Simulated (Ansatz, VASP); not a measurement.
## CoSi in VASP and in Ansatz

```
Co Si
1.0
     4.43334    0.00000    0.00000
     0.00000    4.43334    0.00000
     0.00000    0.00000    4.43334
Co Si
4 4
Direct
  0.14469 0.14469 0.14469
  0.35531 0.85531 0.64469
  0.64469 0.35531 0.85531
  0.85531 0.64469 0.35531
  0.84316 0.84316 0.84316
  0.65684 0.15684 0.34316
  0.34316 0.65684 0.15684
  0.15684 0.34316 0.65684
```

Alike in both runs: functional PBE; k mesh 8 × 8 × 8; occupations fermi-dirac, width 0.15 eV; no spin polarisation.

Ansatz relaxed the structure, and its values are those at the end. VASP's run is a single point on that final structure, the one shown.

```csv
,VASP,Ansatz
version,VASP 6.6.1,Ansatz 0.2.0
potentials or method,"VASP PAW PBE potentials, release 64 (Co, Si), cutoff 520 eV","scalar-relativistic, plane waves, PAW"
valence electrons in the cell,52,84
```

|  | VASP | Ansatz | Ansatz less VASP |
| --- | --- | --- | --- |
| gap on the k mesh at the Fermi level (eV) | none | none | - |
| pressure (GPa) | -0.1 | 0.0 | +0.08 |

A gap of «none» marks a metal or a gap that the smearing closes. VASP's potentials hold 52 valence electrons a cell and Ansatz's 84, so a difference there can come from the potentials and not from the codes.
